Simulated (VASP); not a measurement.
The system is InAs.

```
In As
1.0
     0.00000    2.99774    2.99774
     2.99774    0.00000    2.99774
     2.99774    2.99774    0.00000
In As
1 1
Direct
  0.00000 0.00000 0.00000
  0.75000 0.75000 0.75000
```

Base run:

```yaml
Program: VASP 6.6.1
Functional: PBEsol
Potentials_or_basis: VASP PAW PBE potentials, release 64 (In_d, As)
Cutoff: 520 eV
k_mesh: 8 × 8 × 8
Occupations: fermi-dirac, width 0.05 eV
Spin: no spin polarisation
```

Its results: band gap on the k mesh zero (filled and empty bands touch); pressure 2.9 GPa.

The run is repeated on the same cell with these changes: dispersion from none to D3(BJ). What comes out?

Band gap on the k mesh zero (filled and empty bands touch); pressure 1.0 GPa.

Dispersion adds attraction, which lowers the pressure at fixed volume and, as a term added to the energy, leaves the levels alone.

Caveats: the PAW data sets were made with another functional, which shifts forces and pressure a little; spin-orbit coupling is left out, which moves the levels of the heavy elements; pairwise dispersion overbinds metals, which lowers pressure and volume (some runs).
